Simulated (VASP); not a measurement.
Runs of VASP 6.6.1 on KCl. The structure is that of space group Pm-3m (No. 221), or close to it. The cells are those of the table. 

| cell | gap on the mesh (eV) | pressure (GPa) |
| --- | --- | --- |
| a = 3.719 Å, 2 atoms | 6.02 | 1.0 |
| a = 3.770 Å, 2 atoms | 5.81 | (c) |
| a = 3.613 Å, 2 atoms | 6.51 | 4.0 |
| a = 3.667 Å, 2 atoms | (a) | (b) |
| a = 3.820 Å, 2 atoms | 5.63 | -0.8 |

Alike in all rows: task single point; level r2SCAN; potentials or basis VASP PAW PBE potentials, release 64 (K_sv, Cl); no spin polarisation; k mesh 6 × 6 × 6; cutoff (eV) 520; smearing gaussian 0.05 eV.

Q: Estimate the missing entries.

A: (a) 6.25; (b) 2.3; (c) 0.0.

Caveats: the PAW data sets were made with another functional, which shifts forces and pressure a little; the cell stands under pressure (at least some runs).

A k mesh can miss the band edges.
